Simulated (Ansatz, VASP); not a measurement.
# One calculation of H2CO2, two programs

```
CELL_PARAMETERS angstrom
7.38766 0.00000 0.00000
0.00000 7.38766 0.00000
0.00000 0.00000 7.38766
ATOMIC_POSITIONS crystal
O 0.96043 0.60947 0.83380
O 0.18090 0.82005 0.86353
O 0.00903 0.55146 0.31188
O 0.24293 0.73858 0.38339
O 0.67254 0.94355 0.37604
O 0.93317 0.01924 0.50908
O 0.99277 0.22590 0.09907
O 0.19617 0.35513 0.91029
O 0.41164 0.39765 0.24465
O 0.66990 0.40944 0.08398
O 0.53496 0.60199 0.81471
O 0.67441 0.66059 0.55078
O 0.43874 0.05206 0.13619
O 0.67154 0.94481 0.96724
O 0.14152 0.29259 0.52454
O 0.40086 0.14516 0.59644
C 0.02333 0.77826 0.83244
C 0.10608 0.70544 0.29932
C 0.79780 0.05989 0.42137
C 0.12165 0.22093 0.97463
C 0.54983 0.48402 0.17050
C 0.55351 0.69147 0.66354
C 0.53403 0.03301 0.97984
C 0.31478 0.28395 0.57565
H 0.06251 0.52501 0.86646
H 0.91384 0.87603 0.80740
H 0.06876 0.46805 0.40184
H 0.03971 0.79879 0.20276
H 0.68643 0.81486 0.44125
H 0.76953 0.19787 0.37206
H 0.96603 0.35344 0.13255
H 0.15628 0.08082 0.93498
H 0.41907 0.26713 0.20720
H 0.54187 0.63113 0.19436
H 0.64157 0.52522 0.84314
H 0.44870 0.79582 0.64542
H 0.51025 0.99275 0.23550
H 0.46911 0.10604 0.86694
H 0.07628 0.16998 0.51943
H 0.36893 0.42102 0.59311
```

Alike in both runs: functional PBE; dispersion D3(BJ); k mesh 1 × 1 × 1; occupations fermi-dirac, width 0.05 eV; no spin polarisation.

Ansatz relaxed the structure, and its values are those at the end. VASP's run is a single point on that final structure, the one shown.

|  | VASP | Ansatz |
| --- | --- | --- |
| version | VASP 6.6.1 | Ansatz 0.2.0 |
| potentials or method | VASP PAW PBE potentials, release 64 (O_h, C_h, H_h), cutoff 1000 eV | scalar-relativistic, plane waves, PAW |
| valence electrons in the cell | 144 | 144 |

```csv
,VASP,Ansatz,Ansatz less VASP
rms of the force components (eV/Å),0.068,0.069,+0.0015
```
